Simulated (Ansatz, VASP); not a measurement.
**One calculation of TaAs3, two programs**

```
Ta As
1.0
     4.45398    0.00000    0.00000
     0.00000    5.18041    0.00000
     0.00000    0.00000    6.48832
Ta As
2 6
Direct
  0.00000 0.00000 0.73640
  0.50000 0.50000 0.26360
  0.00000 0.24387 0.13178
  0.00000 0.75613 0.13178
  0.50000 0.74387 0.86822
  0.50000 0.25613 0.86822
  0.50000 0.00000 0.44811
  0.00000 0.50000 0.55189
```

Alike in both runs: functional PBE; k mesh 4 × 4 × 4; occupations gaussian, width 0.1 eV; no spin polarisation.

Ansatz relaxed the structure, and its values are those at the end. VASP's run is a single point on that final structure, the one shown.

|  | VASP | Ansatz |
| --- | --- | --- |
| version | VASP 6.6.1 | Ansatz 0.2.0 |
| potentials or method | VASP PAW PBE potentials, release 64 (Ta_pv, As), cutoff 520 eV | scalar-relativistic, plane waves, PAW |
| valence electrons in the cell | 52 | 116 |

|  | VASP | Ansatz | Ansatz less VASP |
| --- | --- | --- | --- |
| gap on the k mesh at the Fermi level (eV) | none | none | - |
| pressure (GPa) | 0.2 | 0.0 | -0.26 |
| rms of the force components (eV/Å) | 0.013 | 0.011 | -0.0015 |

A gap of «none» marks a metal or a gap that the smearing closes. VASP's potentials hold 52 valence electrons a cell and Ansatz's 116, so a difference there can come from the potentials and not from the codes.

Spin-orbit coupling is off throughout.
